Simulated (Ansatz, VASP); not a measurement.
## SnTe: VASP beside Ansatz

File INCAR:

```
SYSTEM = SnTe
ALGO = Normal
EDIFF = 1E-6
EDIFFG = -0.01
ENCUT = 600
GGA = RP
IBRION = 2
ISIF = 3
ISMEAR = -1
LASPH = .TRUE.
LCHARG = .FALSE.
LREAL = .FALSE.
LWAVE = .FALSE.
NELM = 80
NSW = 60
PREC = Accurate
SIGMA = 0.05
```

KPOINTS

```
k-points
0
G
  7 7 7
  0 0 0
```

The input POSCAR:

```
SnTe
1.0
    3.9047000000      0.0000000000      0.0000000000
    0.0000000000      3.9047000000      0.0000000000
    0.0000000000      0.0000000000      3.9047000000
Te Sn
1 1
Direct
    0.5000000000      0.5000000000      0.5000000000
    0.0000000000      0.0000000000      0.0000000000
```

input.yaml

```yaml
crystal:
  lattice:
    - [3.9047, 0.0, 0.0]
    - [0.0, 3.9047, 0.0]
    - [0.0, 0.0, 3.9047]
  atoms:
    - { symbol: Te, position: [0.5, 0.5, 0.5] }
    - { symbol: Sn, position: [0.0, 0.0, 0.0] }
hamiltonian:
  xc: rpbe
  pseudopotentials: { kind: paw }
kpoints:
  mp_grid: { grid: [7, 7, 7] }
scf:
  occupations: { method: fermi_dirac, width: 0.05 }
output:
  forces: true
  stress: true
  eigenvalues: true
  write_density: true
  write_potential: true
  elf: true
  volumetric_format: npy
relax:
  f_tol: 0.01
  max_steps: 40
  cell: { stress_tol: 0.05 }
```

Alike in both runs: task relaxation of cell and atoms; functional RPBE; k mesh 7 × 7 × 7; occupations fermi-dirac, width 0.05 eV; no spin polarisation.

|  | VASP | Ansatz |
| --- | --- | --- |
| version | VASP 6.6.1 | Ansatz 0.2.0 |
| potentials or method | VASP PAW PBE potentials, release 64 (Te, Sn_d) | Ansatz PAW |
| plane-wave cutoff (eV) | 600 | 420 |
| valence electrons in the cell | 20 | 30 |

VASP gave:

```
gap on the k mesh at the Fermi level, each at its own relaxed structure (eV) : none
relaxed volume (Å³/atom)                                                     : 29.99
relaxed cell length with the largest relative difference (Å)                 : 3.914
```

Task: Estimate Ansatz's values.

Result: gap on the k mesh at the Fermi level, each at its own relaxed structure (eV): none; relaxed volume (Å³/atom): 30.06; relaxed cell length with the largest relative difference (Å): 3.918.

VASP's potentials were made for PBE, not for RPBE. A gap of «none» marks a metal or a gap that the smearing closes. VASP's potentials hold 20 valence electrons a cell and Ansatz's 30, so a difference there can come from the potentials and not from the codes.

Spin-orbit coupling is off throughout. Noted on Ansatz's run: the plane-wave basis is chosen anew once the cell has moved, so the energies of steps on either side of that aren't comparable.
